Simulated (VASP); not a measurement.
# Sn2Bi2O (I4/mmm) in VASP: single point with PBE

Aim: the single point of Sn2Bi2O with PBE.

All numbers are computed with VASP 6.6.1; they aren't measurements. Logs are shortened: lines on timing, memory, paths and dates and some standing lists are left out, and cuts for length are marked.

## (1) The cell of the first run

The structure is tetragonal, space group I4/mmm (No. 139). Conventional cell: a = 4.572 Å, b = 4.572 Å, c = 11.501 Å, α = 90.00°, β = 90.00°, γ = 90.00°. Sn (site symmetry -4m2) has 4 Bi at 2.71 Å and 4 Sn at 3.23 Å within 3.6 Å. Bi (site symmetry 4mm) has 4 Sn at 2.71 Å and 1 Bi at 2.82 Å and 4 O at 3.53 Å within 3.6 Å. Within 4.6 Å of O (site symmetry 4/mmm) lie 10 Bi at 3.53 to 4.34 Å and 8 Sn at 3.67 Å and 4 O at 4.57 Å.

## (2) Single point, PBE

Input file INCAR:

```
SYSTEM = Sn2Bi2O
PREC = Accurate ; ENCUT = 520
EDIFF = 1E-7 ; ISMEAR = 0
SIGMA = 0.1 ; LREAL = .FALSE.
LASPH = .TRUE. ; NELM = 60
ALGO = Normal ; ISIF = 2
LWAVE = .FALSE. ; LCHARG = .TRUE.
GGA = PE ; LELF = .TRUE.
LVHAR = .TRUE. ; NBANDS = 40
```

Input file KPOINTS:

```
regular mesh
0
G
  6 6 6
  0 0 0
```

Input file POSCAR:

```
Sn2Bi2O
1.0
   -2.2861639100      2.2861639100      5.7506916300
    2.2861639100     -2.2861639100      5.7506916300
    2.2861639100      2.2861639100     -5.7506916300
Sn Bi O
2 2 1
Direct
    0.7500000000      0.2500000000      0.5000000000
    0.2500000000      0.7500000000      0.5000000000
    0.6227018200      0.6227018200      0.0000000000
    0.3772981800      0.3772981800      0.0000000000
    0.0000000000      0.0000000000      0.0000000000
```

Potentials or basis: VASP PAW PBE potentials, release 64 (Sn_d, Bi_d, O).

Started as:

```console
> cat potpaw_PBE.64/Sn_d/POTCAR potpaw_PBE.64/Bi_d/POTCAR potpaw_PBE.64/O/POTCAR > POTCAR
> mpirun -np 1 vasp_std > vasp.out
```

OUTCAR:

```text
SYSTEM = Sn2Bi2O
   PREC = Accurate
   ENCUT = 520
   EDIFF = 1E-7
   ISMEAR = 0
   LREAL = .FALSE.
   LASPH = .TRUE.
   NELM = 60
   ISIF = 2
   GGA = PE

 ion  position               nearest neighbor table
   1  0.750  0.250  0.500-   4 2.71   3 2.71   4 2.71   3 2.71   2 3.23   2 3.23   2 3.23   2 3.23

   2  0.250  0.750  0.500-   4 2.71   3 2.71   4 2.71   3 2.71   1 3.23   1 3.23   1 3.23   1 3.23

   3  0.623  0.623  0.000-   2 2.71   1 2.71   1 2.71   2 2.71   4 2.82
   4  0.377  0.377  0.000-   1 2.71   2 2.71   2 2.71   1 2.71   3 2.82
   5  0.000  0.000  0.000-

  LATTYP: Found a body centered tetragonal cell.
 ALAT       =     4.5723278200
 C/A-ratio  =     2.5154327758

  Lattice vectors:

 A1 = (  -2.2861639100,   2.2861639100,   5.7506916300)
 A2 = (   2.2861639100,  -2.2861639100,   5.7506916300)
 A3 = (   2.2861639100,   2.2861639100,  -5.7506916300)

Analysis of symmetry for initial positions (statically):
=====================================================================
 Subroutine PRICEL returns:
 Original cell was already a primitive cell.

 Routine SETGRP: Setting up the symmetry group for a
 body centered tetragonal supercell.

 Subroutine GETGRP returns: Found 16 space group operations
 (whereof 16 operations were pure point group operations)
 out of a pool of 16 trial point group operations.

The static configuration has the point symmetry D_4h.

Analysis of symmetry for dynamics (positions and initial velocities):
=====================================================================
 Subroutine PRICEL returns:
 Original cell was already a primitive cell.

 Routine SETGRP: Setting up the symmetry group for a
 body centered tetragonal supercell.

 Subroutine GETGRP returns: Found 16 space group operations
 (whereof 16 operations were pure point group operations)
 out of a pool of 16 trial point group operations.

The dynamic configuration has the point symmetry D_4h.

 Subroutine INISYM returns: Found 16 space group operations
 (whereof 16 operations are pure point group operations),
 and found     1 'primitive' translations

----------------------------------------------------------------------------------------

                                     Primitive cell

  volume of cell :     120.2250

  direct lattice vectors                    reciprocal lattice vectors
    -2.286163910  2.286163910  5.750691630     0.000000000  0.218706978  0.086946064
[... 88 lines left out ...]
   LSORBIT =      F    spin-orbit coupling
   LASPH  =      T    aspherical Exc in radial PAW
   ENCUT  =  520.0 eV  38.22 Ry    6.18 a.u.  12.27 12.27 12.27*2*pi/ulx,y,z
   NELM   =     60;   NELMIN=  2; NELMDL= -5     # of ELM steps
   EDIFF  = 0.1E-06   stopping-criterion for ELM
   LREAL  =      F    real-space projection
   EDIFFG = 0.1E-05   stopping-criterion for IOM
   NSW    =      0    number of steps for IOM
   IBRION =     -1    ionic relax: 0-MD 1-quasi-New 2-CG
   NFREE  =      0    steps in history (QN), initial steepest desc. (CG)
   ISIF   =      2    stress and relaxation
   ISYM   =      2    0-nonsym 1-usesym 2-fastsym
   POTIM  = 0.5000    time-step for ionic-motion
   TEBEG  =    0.0;   TEEND  =   0.0 temperature during run
   PSTRESS=    0.0 pullay stress
   NELECT =      64.0000    total number of electrons
   NUPDOWN=      -1.0000    fix difference up-down
   EMIN   =  10.00;   EMAX   =-10.00  energy-range for DOS
   EFERMI =   0.00;   METHOD = LEGACY
   ISMEAR =     0;   SIGMA  =   0.10  broadening in eV -4-tet -1-fermi 0-gaus
   EFERMI_NEDOS =   21; number of points for ismear=-14 and -15
   IALGO  =     38    algorithm
   IMIX   =      4    mixing-type and parameters
     AMIX     =   0.40;   BMIX     =  1.00
     AMIX_MAG =   1.60;   BMIX_MAG =  1.00
  volume/ion in A,a.u.               =      24.05       162.26
  Fermi-wavevector in a.u.,A,eV,Ry     =   1.326793  2.507276 23.951425  1.760380
  Thomas-Fermi vector in A             =   2.456154
   LORBIT       =      0    0 simple, 1 ext, 2 COOP (PROOUT), +10 PAW based schemes
   GGA     = PE    functional components
   LHFCALC =     F    Hartree Fock is set to
   AEXX    =    0.0000 exact exchange contribution
   IVDW    =     0    specifies the selected vdW correction
   LEPSILON=     F    determine dielectric tensor
   LRPA    =     F    only Hartree local field effects (RPA)
 non-spin polarized calculation
 Gauss-broadening in eV      SIGMA  =   0.10
  energy-cutoff  :      520.00
  volume of cell :      120.23
 maximum number of plane-waves:      3286
 NGX is ok and might be reduce to    50
   NGX = 25   NGY = 25   NGZ = 25

 number of electron      63.9999998 magnetization

 Free energy of the ion-electron system (eV)
  ---------------------------------------------------
  ext. energy  EPLUGINS =         0.00000000
  ---------------------------------------------------
  free energy    TOTEN  =       -14.82481965 eV

  energy without entropy =      -14.79476603  energy(sigma->0) =      -14.80979284

 E-fermi :   7.4918     XC(G=0): -10.2294

 val. band max:        7.4910286288   @ k =  -0.1667  -0.1667   0.1667
 cond. band min:       7.4999836774   @ k =   0.5000   0.5000   0.5000
 fundamental gap:      0.0089550486
 Fermi energy:         7.4918023860

 k-point     1 :       0.0000    0.0000    0.0000
  band No.  band energies     occupation
      1     -15.9650      2.00000
      2     -15.8479      2.00000
      3     -15.8479      2.00000
      4     -15.7429      2.00000
      5     -15.6703      2.00000
      6     -15.6703      2.00000
[... 1021 lines left out ...]
     39      12.1404      0.00000
     40      12.8491      0.00000

 [... further k-points ...]
[... 5 lines left out ...]
  --------------------------------------------------------------------------------------
  -------------------------------------------------------------------------------------
  Total       18.5863947     18.5863947     19.8847485      0.0000000      0.0000000      0.0000000
  in kB      247.6914061    247.6914061    264.9939048      0.0000000      0.0000000      0.0000000
  external PRESSURE =     253.4589056 kB  Pullay stress =       0.0000000 kB

 VOLUME and BASIS-vectors are now :
 -----------------------------------------------------------------------------
  energy-cutoff  :      520.00
  volume of cell :      120.23
      direct lattice vectors                 reciprocal lattice vectors
    -2.286163910  2.286163910  5.750691630     0.000000000  0.218706978  0.086946064
     2.286163910 -2.286163910  5.750691630     0.218706978  0.000000000  0.086946064
     2.286163910  2.286163910 -5.750691630     0.218706978  0.218706978  0.000000000

 POSITION                                       TOTAL-FORCE (eV/Angst)
 -----------------------------------------------------------------------------------
      0.00000      2.28616      2.87535         0.000000      0.000000      0.000000
      2.28616      0.00000      2.87535         0.000000      0.000000      0.000000
      0.00000      0.00000      7.16193        -0.000000     -0.000000     -3.055567
      0.00000      0.00000      4.33945        -0.000000     -0.000000      3.055567
      0.00000      0.00000      0.00000         0.000000      0.000000      0.000000
 -----------------------------------------------------------------------------------
    total drift:                               -0.000000      0.000000     -0.000000

  FREE ENERGIE OF THE ION-ELECTRON SYSTEM (eV)
  ---------------------------------------------------
  free  energy   TOTEN  =       -14.8248196542 eV

  energy  without entropy=      -14.7947660337  energy(sigma->0) =      -14.80979284
```

OSZICAR:

```text
N       E                     dE             d eps       ncg     rms          rms(c)
DAV:   1     0.762224716828E+03    0.76222E+03   -0.32295E+04  2480   0.233E+03
DAV:   2     0.961749523949E+02   -0.66605E+03   -0.64688E+03  2400   0.624E+02
DAV:   3    -0.124856723506E+02   -0.10866E+03   -0.10462E+03  2824   0.225E+02
DAV:   4    -0.186954366127E+02   -0.62098E+01   -0.61470E+01  2800   0.571E+01
DAV:   5    -0.189111909570E+02   -0.21575E+00   -0.21568E+00  3208   0.104E+01    0.117E+01
DAV:   6    -0.198581850999E+02   -0.94699E+00   -0.36975E+01  2848   0.201E+01    0.220E+01
DAV:   7    -0.155249558683E+02    0.43332E+01   -0.12233E+01  3232   0.111E+01    0.505E+00
DAV:   8    -0.150808008893E+02    0.44415E+00   -0.12651E+00  2872   0.419E+00    0.347E+00
DAV:   9    -0.151063544800E+02   -0.25554E-01   -0.23717E+00  2936   0.487E+00    0.533E+00
DAV:  10    -0.148251428003E+02    0.28121E+00   -0.54101E-01  3016   0.264E+00    0.833E-01
DAV:  11    -0.148240759172E+02    0.10669E-02   -0.54927E-02  3056   0.997E-01    0.130E-01
DAV:  12    -0.148247076509E+02   -0.63173E-03   -0.27640E-03  2880   0.400E-01    0.445E-02
DAV:  13    -0.148248311206E+02   -0.12347E-03   -0.23449E-04  3080   0.110E-01    0.190E-02
DAV:  14    -0.148248276618E+02    0.34589E-05   -0.43227E-05  2856   0.360E-02    0.229E-02
DAV:  15    -0.148248246587E+02    0.30031E-05   -0.48795E-05  2800   0.225E-02    0.212E-02
DAV:  16    -0.148248198263E+02    0.48324E-05   -0.78771E-06  2464   0.145E-02    0.534E-03
DAV:  17    -0.148248197327E+02    0.93604E-07   -0.27647E-06  2112   0.580E-03    0.355E-03
DAV:  18    -0.148248196542E+02    0.78502E-07   -0.23579E-07  1912   0.357E-03
   1 F= -.14824820E+02 E0= -.14809793E+02  d E =-.300536E-01
```

stdout:

```text
POSCAR found type information on POSCAR SnBiO
 POSCAR found :  3 types and       5 ions
 scaLAPACK will be used
 LDA part: xc-table for (Slater+PW92), standard interpolation
 POSCAR, INCAR and KPOINTS ok, starting setup
 FFT: planning ... GRIDC
 FFT: planning ... GRID_SOFT
 FFT: planning ... GRID
 WAVECAR not read
 entering main loop
```

It took 4 min on 1 thread of Intel Xeon Platinum 8488C (Sapphire Rapids), shared host; peak memory 0.41 GiB.

What came out:

| Property | Result |
| --- | --- |
| Free energy | -14.8248 eV |
| Pressure | 25.3 GPa |
| Largest force | 3.056 eV/Å |
| Band gap on the k mesh | zero (band 32 reaches 7.70 eV, above the bottom of band 33 at 7.14 eV) |

Forces in eV/Å, atoms in the order of the input:
```
Sn   0.000  0.000  0.000
Sn   0.000  0.000  0.000
Bi   0.000  0.000 -3.056
Bi   0.000  0.000  3.056
O    0.000  0.000  0.000
```

Caveat: spin-orbit coupling is left out, which moves the levels of the heavy elements; forces of over 1 eV/Å act on the atoms, so gaps and moduli don't describe the material at rest.
